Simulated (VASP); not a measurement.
# GdN (F-43m) in VASP: further runs, part 2 of 2

VASP 6.6.1. Earlier steps stand in the parts before.

**3. Vibrations by perturbation theory, PBEsol, collinear spin, ferromagnetic start**

INCAR reads:

```
SYSTEM = GdN
PREC = Accurate ; ENCUT = 520
EDIFF = 1E-8 ; ISMEAR = 0
SIGMA = 0.05 ; LREAL = .False.
LASPH = .True. ; NELM = 150
ALGO = Normal ; ISIF = 2
LWAVE = .False. ; LCHARG = .True.
ISPIN = 2 ; MAGMOM = 7.45 0
LORBIT = 11 ; LMAXMIX = 6
GGA = PS ; IBRION = 8
NSW = 1
```

KPOINTS reads:

```
regular mesh
0
Gamma
  8 8 8
  0 0 0
```

POSCAR reads:

```
GdN
1.0
    0.0000000000      2.6367146758      2.6367146758
    2.6367146758      0.0000000000      2.6367146758
    2.6367146758      2.6367146758      0.0000000000
Gd N
1 1
Direct
    0.0000000000      0.0000000000      0.0000000000
    0.2500000000      0.2500000000      0.2500000000
```

Potentials or basis: VASP PAW PBE potentials, release 64 (Gd, N).

Run with:

```sh
$ cat potpaw_PBE.64/Gd/POTCAR potpaw_PBE.64/N/POTCAR > POTCAR
$ mpirun -np 1 vasp_std > vasp.out
```

OUTCAR:

```text
SYSTEM = GdN
   PREC = Accurate
   ENCUT = 520
   EDIFF = 1E-8
   ISMEAR = 0
   LREAL = .False.
   LASPH = .True.
   NELM = 150
   ISIF = 2
   ISPIN = 2
   LORBIT = 11
   GGA = PS
   IBRION = 8
   NSW = 1

 ion  position               nearest neighbor table
   1  0.000  0.000  0.000-   2 2.28   2 2.28   2 2.28   2 2.28
   2  0.250  0.250  0.250-   1 2.28   1 2.28   1 2.28   1 2.28

  LATTYP: Found a face centered cubic cell.
 ALAT       =     5.2734293516

  Lattice vectors:

 A1 = (   0.0000000000,   2.6367146758,   2.6367146758)
 A2 = (   2.6367146758,   0.0000000000,   2.6367146758)
 A3 = (   2.6367146758,   2.6367146758,   0.0000000000)

Analysis of symmetry for initial positions (statically):
=====================================================================
 Subroutine PRICEL returns:
 Original cell was already a primitive cell.

 Routine SETGRP: Setting up the symmetry group for a
 face centered cubic supercell.

 Subroutine GETGRP returns: Found 24 space group operations
 (whereof 24 operations were pure point group operations)
 out of a pool of 48 trial point group operations.

The static configuration has the point symmetry T_d .

Analysis of symmetry for dynamics (positions and initial velocities):
[... 1280 lines left out ...]
--------------------------------------- Ionic step        4  -------------------------------------------

------------------------ aborting loop because EDIFF is reached ----------------------------------------

[... ionic steps 5 to 6 ...]

--------------------------------------- Ionic step        7  -------------------------------------------

 Free energy of the ion-electron system (eV)
  ---------------------------------------------------
  ---------------------------------------------------
  free energy    TOTEN  =        -0.23486947 eV

  energy without entropy =       -0.23486947

------------------------ aborting loop because EDIFF is reached ----------------------------------------

 INTERNAL STRAIN TENSOR  FOR ION    2  DIRECTION 1   (eV/Angst):
 -----------------------------------------------------------------------------
     0.00143  0.00000  0.00000
     0.00000  0.00844 -6.54793
     0.00000 -6.54793  0.00844

 INTERNAL STRAIN TENSOR FOR ION    2 for displacements in x,y,z  (eV/Angst):
          X           Y           Z          XY          YZ          ZX
  --------------------------------------------------------------------------------
  x    -0.00000     0.00000     0.00000     0.00000    -6.54793     0.00000
  y     0.00000    -0.00000     0.00000     0.00000     0.00000    -6.54793
  z     0.00000     0.00000    -0.00000    -6.54793     0.00000     0.00000

 SECOND DERIVATIVES (NOT SYMMETRIZED)
 ------------------------------------
               1X          1Y          1Z          2X          2Y          2Z
  1X    -9.122556    0.000000    0.000000    9.122556    0.000000    0.000000
  1Y     0.000000   -9.122556    0.000000    0.000000    9.122556    0.000000
  1Z     0.000000    0.000000   -9.122556    0.000000    0.000000    9.122556
  2X     8.410648    0.000000    0.000000   -8.410648    0.000000    0.000000
  2Y     0.000000    8.410648    0.000000    0.000000   -8.410648    0.000000
  2Z     0.000000    0.000000    8.410648    0.000000    0.000000   -8.410648

 Eigenvectors and eigenvalues of the dynamical matrix
 ----------------------------------------------------

   1 f  =   12.689178 THz    79.728454 2PiTHz  423.265402 cm-1    52.478198 meV
             X         Y         Z           dx          dy          dz
      0.000000  0.000000  0.000000     0.000000    0.296946    0.000000
      1.318357  1.318357  1.318357     0.000000   -0.954894    0.000000
[... 21 lines left out ...]
   6 f/i=    0.146112 THz     0.918051 2PiTHz    4.873786 cm-1     0.604272 meV
             X         Y         Z           dx          dy          dz
      0.000000  0.000000  0.000000     0.000000    0.000000    0.954894
      1.318357  1.318357  1.318357     0.000000    0.000000    0.296946

--------------------------------------------------------------------------------------------------------

 ELASTIC MODULI CONTR FROM IONIC RELAXATION (kBar)
 Direction    XX          YY          ZZ          XY          YZ          ZX
 --------------------------------------------------------------------------------
 XX          -0.0000     -0.0000     -0.0000     -0.0000     -0.0000     -0.0000
 YY          -0.0000     -0.0000     -0.0000     -0.0000     -0.0000      0.0000
 ZZ          -0.0000     -0.0000     -0.0000     -0.0000     -0.0000     -0.0000
 XY          -0.0000     -0.0000     -0.0000   -212.0761     -0.0000     -0.0000
 YZ          -0.0000     -0.0000     -0.0000     -0.0000   -212.0761     -0.0000
 ZX          -0.0000      0.0000     -0.0000     -0.0000     -0.0000   -212.0761
 --------------------------------------------------------------------------------

 total charge

# of ion       s       p       d       f       tot
--------------------------------------------------
    1        2.046   5.618   0.624   7.002  15.290
    2        1.256   2.413   0.000   0.000   3.669
--------------------------------------------------
tot          3.303   8.030   0.624   7.002  18.958

 magnetization (x)

# of ion       s       p       d       f       tot
--------------------------------------------------
    1        0.001  -0.070   0.068   6.792   6.791
    2       -0.008  -0.049   0.000   0.000  -0.056
--------------------------------------------------
tot         -0.006  -0.119   0.068   6.792   6.735
```

OSZICAR:

```text
N       E                     dE             d eps       ncg     rms          rms(c)
DAV:   1     0.138161818375E+03    0.13816E+03   -0.86806E+03  2850   0.612E+03
DAV:   2     0.163323899519E+01   -0.13653E+03   -0.12091E+03  2844   0.395E+02
DAV:   3    -0.227764329945E+02   -0.24410E+02   -0.23509E+02  3300   0.159E+02
DAV:   4    -0.251118700819E+02   -0.23354E+01   -0.23142E+01  4228   0.376E+01
[... 92 lines left out ...]
RMM:  19    -0.234954941291E+00    0.28805E-04   -0.12105E-03 18929   0.986E-02    0.116E-01
RMM:  20    -0.234925175293E+00    0.29766E-04   -0.14527E-03 18977   0.102E-01    0.124E-01
RMM:  21    -0.234895729677E+00    0.29446E-04   -0.16889E-03 18831   0.105E-01    0.129E-01
RMM:  22    -0.234869473610E+00    0.26256E-04   -0.19593E-03 19041   0.109E-01    0.131E-01
 Linear response finished
```

It took 17 min on 1 thread of Intel Xeon Platinum 8124M at 3.00GHz (Skylake/Cascade Lake), shared host; peak memory 0.43 GiB.

What came out:

| Quantity | Value |
| --- | --- |
| Net moment | 7.00 μB per cell |
| Site moments | Gd +6.79; N -0.06 μB |
| Valence electrons inside the program's atomic spheres | Gd 15.29; N 3.67 |
| Highest phonon frequency at Γ | 423 cm⁻¹ |

Phonon frequencies in cm⁻¹ (negative: imaginary):
```tsv
q point	frequencies
(0.000, 0.000, 0.000)	-5 -5 -5 423 423 423
```

Caveat: spin-orbit coupling is left out, which moves the levels of the heavy elements; a cell with one magnetic atom can't hold antiferromagnetic order, which such compounds often take; semilocal functionals describe open f shells poorly, which spoils levels, moments and volumes.
